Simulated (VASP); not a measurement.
# BaS (Fm-3m) in VASP: a series of runs, part 2 of 3

VASP 6.6.1.

## 4. Single point, PBEsol (volume scaled by 1.02)

Input file INCAR:

```
PREC     = Accurate       # precision mode
ENCUT    = 520            # plane-wave cutoff, eV
EDIFF    = 1E-6           # SCF threshold, eV
ISMEAR   = -1             # smearing method
SIGMA    = 0.02           # smearing width, eV
LREAL    = F              # projectors in reciprocal space
LASPH    = T              # aspherical terms in the spheres
NELM     = 60             # most SCF steps
ALGO     = Normal         # electronic algorithm
ISIF     = 2              # what is computed and relaxed
LWAVE    = F              # write WAVECAR
LCHARG   = F              # write CHGCAR
GGA      = PS             # functional
NBANDS   = 15             # bands
```

Input file KPOINTS:

```
Automatic mesh
0
Gamma
  8 8 8
```

Input file POSCAR:

```
BaS
1.0
    0.0000000000      3.2149012787      3.2149012787
    3.2149012787      0.0000000000      3.2149012787
    3.2149012787      3.2149012787      0.0000000000
Ba S
1 1
Direct
    0.0000000000      0.0000000000      0.0000000000
    0.5000000000      0.5000000000      0.5000000000
```

Potentials or basis: VASP PAW PBE potentials, release 64 (Ba_sv, S).

Command:

```bash
> cat potpaw_PBE.64/Ba_sv/POTCAR potpaw_PBE.64/S/POTCAR > POTCAR
> mpirun -np 1 vasp_std > vasp.out
```

OUTCAR:

```text
PREC = Accurate
   ENCUT = 520
   EDIFF = 1E-6
   ISMEAR = -1
   LREAL = F
   LASPH = T
   NELM = 60
   ISIF = 2
   GGA = PS

 ion  position               nearest neighbor table
   1  0.000  0.000  0.000-   2 3.21   2 3.21   2 3.21   2 3.21   2 3.21   2 3.21
   2  0.500  0.500  0.500-   1 3.21   1 3.21   1 3.21   1 3.21   1 3.21   1 3.21

  LATTYP: Found a face centered cubic cell.
 ALAT       =     6.4298025574

  Lattice vectors:

 A1 = (   0.0000000000,   3.2149012787,   3.2149012787)
 A2 = (   3.2149012787,   0.0000000000,   3.2149012787)
 A3 = (   3.2149012787,   3.2149012787,   0.0000000000)

Analysis of symmetry for initial positions (statically):
=====================================================================
 Subroutine PRICEL returns:
 Original cell was already a primitive cell.

 Routine SETGRP: Setting up the symmetry group for a
 face centered cubic supercell.

 Subroutine GETGRP returns: Found 48 space group operations
 (whereof 48 operations were pure point group operations)
 out of a pool of 48 trial point group operations.

The static configuration has the point symmetry O_h .

Analysis of symmetry for dynamics (positions and initial velocities):
=====================================================================
 Subroutine PRICEL returns:
 Original cell was already a primitive cell.

 Routine SETGRP: Setting up the symmetry group for a
 face centered cubic supercell.

 Subroutine GETGRP returns: Found 48 space group operations
 (whereof 48 operations were pure point group operations)
 out of a pool of 48 trial point group operations.

The dynamic configuration has the point symmetry O_h .

 Subroutine INISYM returns: Found 48 space group operations
 (whereof 48 operations are pure point group operations),
 and found     1 'primitive' translations

----------------------------------------------------------------------------------------

                                     Primitive cell

  volume of cell :      66.4558

  direct lattice vectors                    reciprocal lattice vectors
     0.000000000  3.214901279  3.214901279    -0.155525771  0.155525771  0.155525771
     3.214901279  0.000000000  3.214901279     0.155525771 -0.155525771  0.155525771
     3.214901279  3.214901279  0.000000000     0.155525771  0.155525771 -0.155525771

  length of vectors
     4.546556990  4.546556990  4.546556990     0.269378537  0.269378537  0.269378537

  position of ions in fractional coordinates (direct lattice)
     0.000000000  0.000000000  0.000000000
     0.500000000  0.500000000  0.500000000

  ion indices of the primitive-cell ions
   primitive index   ion index
                 1           1
                 2           2

----------------------------------------------------------------------------------------

 KPOINTS: Automatic mesh

Automatic generation of k-mesh.
 Grid dimensions read from file:
 generate k-points for:    8    8    8

 Generating k-lattice:

  Cartesian coordinates                     Fractional coordinates (reciprocal lattice)
    -0.019440721  0.019440721  0.019440721     0.125000000  0.000000000  0.000000000
     0.019440721 -0.019440721  0.019440721     0.000000000  0.125000000  0.000000000
     0.019440721  0.019440721 -0.019440721     0.000000000  0.000000000  0.125000000

  Length of vectors
     0.033672317  0.033672317  0.033672317

  Shift w.r.t. Gamma in fractional coordinates (k-lattice)
     0.000000000  0.000000000  0.000000000

 Subroutine IBZKPT returns following result:
 ===========================================

 Found     29 irreducible k-points:

 Following reciprocal coordinates:
            Coordinates               Weight
  0.000000  0.000000  0.000000      1.000000
  0.125000  0.000000  0.000000      8.000000
  0.250000  0.000000  0.000000      8.000000
  0.375000  0.000000  0.000000      8.000000
  0.500000  0.000000  0.000000      4.000000
  0.125000  0.125000  0.000000      6.000000
[... 16 lines left out ...]
  0.500000  0.250000  0.125000     48.000000
 -0.375000  0.250000  0.125000     24.000000
 [... further k-points ...]
   k-points           NKPTS =     29   k-points in BZ     NKDIM =     29   number of bands    NBANDS=     15
   number of dos      NEDOS =    301   number of ions     NIONS =      2
   total plane-waves  NPLWV =  46656
   dimension x,y,z NGX =    36 NGY =   36 NGZ =   36
   dimension x,y,z NGXF=    72 NGYF=   72 NGZF=   72
   ions per type =               1   1
   NGX,Y,Z   is equivalent  to a cutoff of  13.16, 13.16, 13.16 a.u.
   NGXF,Y,Z  is equivalent  to a cutoff of  26.33, 26.33, 26.33 a.u.
 SYSTEM =  unknown system
   PREC   = accura    normal or accurate (medium, high low for compatibility)
   ISTART =      0    job   : 0-new  1-cont  2-samecut
   ICHARG =      2    charge: 1-file 2-atom 10-const
   ISPIN  =      1    spin polarized calculation?
   LNONCOLLINEAR =      F non collinear calculations
   LSORBIT =      F    spin-orbit coupling
   LASPH  =      T    aspherical Exc in radial PAW
   ENCUT  =  520.0 eV  38.22 Ry    6.18 a.u.   8.45  8.45  8.45*2*pi/ulx,y,z
   NELM   =     60;   NELMIN=  2; NELMDL= -5     # of ELM steps
   EDIFF  = 0.1E-05   stopping-criterion for ELM
   LREAL  =      F    real-space projection
   EDIFFG = 0.1E-04   stopping-criterion for IOM
   NSW    =      0    number of steps for IOM
   IBRION =     -1    ionic relax: 0-MD 1-quasi-New 2-CG
   NFREE  =      0    steps in history (QN), initial steepest desc. (CG)
   ISIF   =      2    stress and relaxation
   ISYM   =      2    0-nonsym 1-usesym 2-fastsym
   POTIM  = 0.5000    time-step for ionic-motion
   TEBEG  =    0.0;   TEEND  =   0.0 temperature during run
   PSTRESS=    0.0 pullay stress
   NELECT =      16.0000    total number of electrons
   NUPDOWN=      -1.0000    fix difference up-down
   EMIN   =  10.00;   EMAX   =-10.00  energy-range for DOS
   EFERMI =   0.00;   METHOD = LEGACY
   ISMEAR =    -1;   SIGMA  =   0.02  broadening in eV -4-tet -1-fermi 0-gaus
   EFERMI_NEDOS =   21; number of points for ismear=-14 and -15
   IALGO  =     38    algorithm
   IMIX   =      4    mixing-type and parameters
     AMIX     =   0.40;   BMIX     =  1.00
     AMIX_MAG =   1.60;   BMIX_MAG =  1.00
  volume/ion in A,a.u.               =      33.23       224.23
  Fermi-wavevector in a.u.,A,eV,Ry     =   1.018444  1.924580 14.112348  1.037228
  Thomas-Fermi vector in A             =   2.151902
   LORBIT       =      0    0 simple, 1 ext, 2 COOP (PROOUT), +10 PAW based schemes
   GGA     = PS    functional components
   LHFCALC =     F    Hartree Fock is set to
   AEXX    =    0.0000 exact exchange contribution
   IVDW    =     0    specifies the selected vdW correction
   LEPSILON=     F    determine dielectric tensor
   LRPA    =     F    only Hartree local field effects (RPA)
 non-spin polarized calculation
  energy-cutoff  :      520.00
  volume of cell :       66.46
 maximum number of plane-waves:      1812
 NGX is ok and might be reduce to    36
   NGX = 17   NGY = 17   NGZ = 17

 number of electron      16.0000002 magnetization

 Free energy of the ion-electron system (eV)
  ---------------------------------------------------
  ext. energy  EPLUGINS =         0.00000000
  ---------------------------------------------------
  free energy    TOTEN  =       -10.71051845 eV

  energy without entropy =      -10.71051845  energy(sigma->0) =      -10.71051845

 E-fermi :   1.7058     XC(G=0):  -8.7405

 val. band max:        1.2403247230   @ k =   0.0000   0.0000   0.0000
 cond. band min:       3.2574143755   @ k =   0.5000   0.5000   0.0000
 fundamental gap:      2.0170896525
 Fermi energy:         1.7057754919

 k-point     1 :       0.0000    0.0000    0.0000
  band No.  band energies     occupation
      1     -24.8572      2.00000
      2      -9.9012      2.00000
      3      -9.9012      2.00000
      4      -9.9012      2.00000
      5      -9.0818      2.00000
      6       1.2403      2.00000
      7       1.2403      2.00000
      8       1.2403      2.00000
      9       4.5554      0.00000
     10       5.0234      0.00000
     11       5.0234      0.00000
     12       5.0234      0.00000
     13       5.9551      0.00000
     14       5.9551      0.00000
     15       9.7211      0.00000
[... 397 lines left out ...]
 k-point    24 :      -0.3750    0.2500    0.1250
  band No.  band energies     occupation
      1     -24.8096      2.00000
      2     -10.7802      2.00000
      3     -10.0877      2.00000
      4     -10.0020      2.00000
      5      -8.1859      2.00000
      6      -0.2569      2.00000
      7       0.3814      2.00000
      8       0.4496      2.00000
      9       5.7939      0.00000
     10       5.9860      0.00000
     11       7.7729      0.00000
     12       7.9488      0.00000
     13       8.9210      0.00000
     14       9.8346      0.00000
     15      10.4348      0.00000

 [... further k-points ...]
[... 5 lines left out ...]
  --------------------------------------------------------------------------------------
  -------------------------------------------------------------------------------------
  Total       -0.5625531     -0.5625531     -0.5625531     -0.0000000      0.0000000     -0.0000000
  in kB      -13.5625447    -13.5625447    -13.5625447     -0.0000000      0.0000000     -0.0000000
  external PRESSURE =     -13.5625447 kB  Pullay stress =       0.0000000 kB

 VOLUME and BASIS-vectors are now :
 -----------------------------------------------------------------------------
  energy-cutoff  :      520.00
  volume of cell :       66.46
      direct lattice vectors                 reciprocal lattice vectors
     0.000000000  3.214901279  3.214901279    -0.155525771  0.155525771  0.155525771
     3.214901279  0.000000000  3.214901279     0.155525771 -0.155525771  0.155525771
     3.214901279  3.214901279  0.000000000     0.155525771  0.155525771 -0.155525771

 POSITION                                       TOTAL-FORCE (eV/Angst)
 -----------------------------------------------------------------------------------
      0.00000      0.00000      0.00000        -0.000000      0.000000     -0.000000
      3.21490      3.21490      3.21490         0.000000     -0.000000      0.000000
 -----------------------------------------------------------------------------------
    total drift:                                0.000000      0.000000      0.000000

  FREE ENERGIE OF THE ION-ELECTRON SYSTEM (eV)
  ---------------------------------------------------
  free  energy   TOTEN  =       -10.7105184451 eV

  energy  without entropy=      -10.7105184451  energy(sigma->0) =      -10.71051845
```

It took 28 s on 1 thread of AMD EPYC 7R13 (Zen 3), shared host; peak memory 0.18 GiB.

Results:

* Free energy: -10.7105 eV
* Pressure: -1.4 GPa
* Band gap on the k mesh: 2.02 eV, indirect (least direct gap 2.17 eV)

Levels at points of the mesh, in eV from the valence-band top:
```
           k point  band 4  band 5  band 6  band 7  band 8  band 9  band 10  band 11  band 12  band 13
(0.00, 0.00, 0.00)  -11.14  -10.32    0.00    0.00    0.00    3.32     3.78     3.78     3.78     4.71
(0.50, 0.00, 0.00)  -11.18   -9.14   -1.95   -1.07   -1.07    5.40     5.46     6.19     6.19     8.78
(0.50, 0.50, 0.00)  -11.32  -10.22   -0.56   -0.15   -0.15    2.02     5.81     5.85     7.38     7.38
```

Caveat: the PAW data sets were made with another functional, which shifts forces and pressure a little; spin-orbit coupling is left out, which moves the levels of the heavy elements. A k mesh can miss the band edges.

(Part 2 of 3 ends here.)
